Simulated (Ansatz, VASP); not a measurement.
**One calculation of Ir, two programs**

Contents of INCAR:

```
SYSTEM = Ir
PREC = Accurate ; ENCUT = 520
EDIFF = 1E-6 ; ISMEAR = 0
SIGMA = 0.05 ; LREAL = .False.
LASPH = .True. ; NELM = 100
ALGO = Fast ; ISIF = 2
LWAVE = .False. ; LCHARG = .False.
GGA = PE ; NBANDS = 10
```

Contents of KPOINTS:

```
Automatic mesh
0
Gamma
  18 18 18
  0 0 0
```

Contents of POSCAR:

```
Ir
1.0
    0.0000000000      1.9566662719      1.9566662719
    1.9566662719      0.0000000000      1.9566662719
    1.9566662719      1.9566662719      0.0000000000
Ir
1
Direct
    0.0000000000      0.0000000000      0.0000000000
```

Input for Ansatz:

```yaml
crystal:
  lattice:
    - [0.0, 1.9566662725, 1.9566662725]
    - [1.9566662725, 0.0, 1.9566662725]
    - [1.9566662725, 1.9566662725, 0.0]
  atoms:
    - { symbol: Ir, position: [0.0, 0.0, 0.0] }
basis:
  ecutwfc: 420
  ecutrho_ratio: 4
kpoints:
  mp_grid: { grid: [18, 18, 18] }
hamiltonian:
  xc: pbe
scf:
  occupations: { method: gaussian, width: 0.05 }
output:
  forces: true
  stress: true
  eigenvalues: true
```

Alike in both runs: task single point; functional PBE; k mesh 18 × 18 × 18; occupations gaussian, width 0.05 eV; no spin polarisation.

|  | VASP | Ansatz |
| --- | --- | --- |
| version | VASP 6.6.1 | Ansatz 0.2.0 |
| potentials or method | VASP PAW PBE potentials, release 64 (Ir), cutoff 520 eV | scalar-relativistic, plane waves, PAW |
| valence electrons in the cell | 9 | 17 |

```tsv
	VASP	Ansatz	Ansatz less VASP
pressure (GPa)	-10.3	-10.6	-0.28
```

VASP's potentials hold 9 valence electrons a cell and Ansatz's 17, so a difference there can come from the potentials and not from the codes.

Neither program's run includes spin-orbit coupling.
